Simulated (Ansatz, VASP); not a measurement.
# ScAl3 in VASP and in Ansatz

```
Al Sc
1.0
     4.10000    0.00000    0.00000
     0.00000    4.10000    0.00000
     0.00000    0.00000    4.10000
Al Sc
3 1
Cartesian
  0.0000 2.0500 2.0500
  2.0500 0.0000 2.0500
  2.0500 2.0500 0.0000
  0.0000 0.0000 0.0000
```

Alike in both runs: task relaxation of cell and atoms; functional LDA; k mesh 14 × 14 × 14; occupations gaussian, width 0.1 eV; no spin polarisation.

```csv
,VASP,Ansatz
version,VASP 6.6.1,Ansatz 0.2.0
potentials or method,"VASP PAW LDA potentials, release 64 (Al, Sc_sv)","scalar-relativistic, plane waves, PAW"
plane-wave cutoff (eV),600,420
valence electrons in the cell,20,20
```

Ansatz gave:

```
gap on the k mesh at the Fermi level, each at its own relaxed structure (eV) : none
relaxed volume (Å³/atom)                                                     : 16.39
relaxed cell length with the largest relative difference (Å)                 : 4.032
```

**Question.** Which values does VASP return?

**Answer.** gap on the k mesh at the Fermi level, each at its own relaxed structure (eV): none; relaxed volume (Å³/atom): 16.42; relaxed cell length with the largest relative difference (Å): 4.035.

LDA's correlation is that of Perdew and Zunger in VASP and of Perdew and Wang (1992) in Ansatz. A gap of «none» marks a metal or a gap that the smearing closes.
